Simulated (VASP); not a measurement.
WC: single point with PBEsol

WC:

```
CELL_PARAMETERS angstrom
-2.84482 -4.92737 0.00000
4.26723 -2.46369 0.00000
0.00000 0.00000 5.58812
ATOMIC_POSITIONS crystal
W 0.77602 0.52002 0.98545
W 0.78324 0.46601 0.50729
W 0.52089 0.00510 0.01614
W 0.54519 0.97421 0.52252
W 0.27257 0.50061 0.97131
W 0.29328 0.48533 0.48319
W 0.03379 0.02274 0.02276
W 0.02259 0.98818 0.47868
C 0.54848 0.67372 0.23324
C 0.56239 0.63404 0.72021
C 0.30887 0.15382 0.29350
C 0.25555 0.19561 0.73737
C 0.02963 0.64663 0.26762
C 0.01633 0.65765 0.74803
C 0.77008 0.16944 0.21029
C 0.76530 0.16527 0.74002
```

| Property | Result |
| --- | --- |
| Program | VASP 6.6.1 |
| Task | single point |
| Functional | PBEsol |
| Potentials or basis | VASP PAW PBE potentials, release 64 (W_sv, C) |
| Cutoff | 520 eV |
| k mesh | 2 × 2 × 2 |
| Occupations | fermi-dirac, width 0.36 eV |
| Spin | no spin polarisation |
| Dipole correction | no |
| Further INCAR settings | LREAL = Auto; ALGO = Normal; EDIFF = 1e-06; NBANDS = 86 |

- Pressure: 39.7 GPa
- Largest force: 6.807 eV/Å
- Band gap on the k mesh: zero (bands 72 and 73 overlap by 0.27 eV)

Forces on the atoms (eV/Å):
```
W   -3.807  0.501  3.253
W    1.871 -2.926 -5.854
W   -0.255  0.191 -3.730
W    2.672  1.149 -3.890
W    0.846 -1.866  4.444
W    3.084 -0.388  1.697
W   -2.821  0.953 -5.951
W   -0.095 -0.961  5.579
C   -0.367  1.993  1.305
C    4.292  3.467  2.872
C   -0.002  1.934 -4.455
C   -4.174  1.114  0.956
C    0.161 -0.534 -3.011
C    0.465 -2.685 -1.039
C    0.347 -0.882  4.628
C   -2.217 -1.060  3.197
```

Stress tensor (GPa, compression positive):
```
41.52 -1.11  3.16
-1.11 35.56  0.38
 3.16  0.38 41.93
```

Levels at points of the mesh, in eV from the Fermi level:
```csv
k point,band 68,band 69,band 70,band 71,band 72,band 73,band 74,band 75,band 76,band 77
"(0.00, 0.00, 0.00)",-1.11,-0.98,-0.78,-0.50,-0.41,0.06,0.46,1.08,1.84,1.93
"(0.50, 0.00, 0.00)",-1.63,-1.16,-1.02,-0.48,-0.19,0.39,0.45,0.71,0.90,1.52
"(0.00, 0.50, 0.00)",-1.76,-1.08,-0.56,-0.04,0.02,0.85,1.26,1.32,1.77,2.21
"(0.50, 0.50, 0.00)",-2.06,-1.95,-1.82,-1.52,-1.41,0.89,1.16,1.57,1.63,2.21
"(0.00, 0.00, 0.50)",-1.45,-1.42,-0.95,-0.22,0.20,0.29,0.46,0.68,1.01,2.14
"(0.50, 0.00, 0.50)",-1.63,-1.53,-1.39,-1.19,-0.68,-0.07,0.25,0.57,0.64,1.79
"(0.00, 0.50, 0.50)",-1.62,-1.54,-1.18,-1.01,-0.91,0.60,0.73,0.94,1.14,2.01
"(0.50, 0.50, 0.50)",-1.95,-1.77,-1.64,-1.46,-1.40,0.88,0.93,1.35,1.50,1.63
```

It took 4 min on 1 thread of Intel(R) Xeon(R) 6975P-C (Granite Rapids), on a shared host, peak memory 0.28 GiB.

Caveat: the k points lie up to 0.64 Å⁻¹ apart; so wide a smearing shifts energies and pressures; the PAW data sets were made with another functional, which shifts forces and pressure a little; spin-orbit coupling is left out, which moves the levels of the heavy elements.
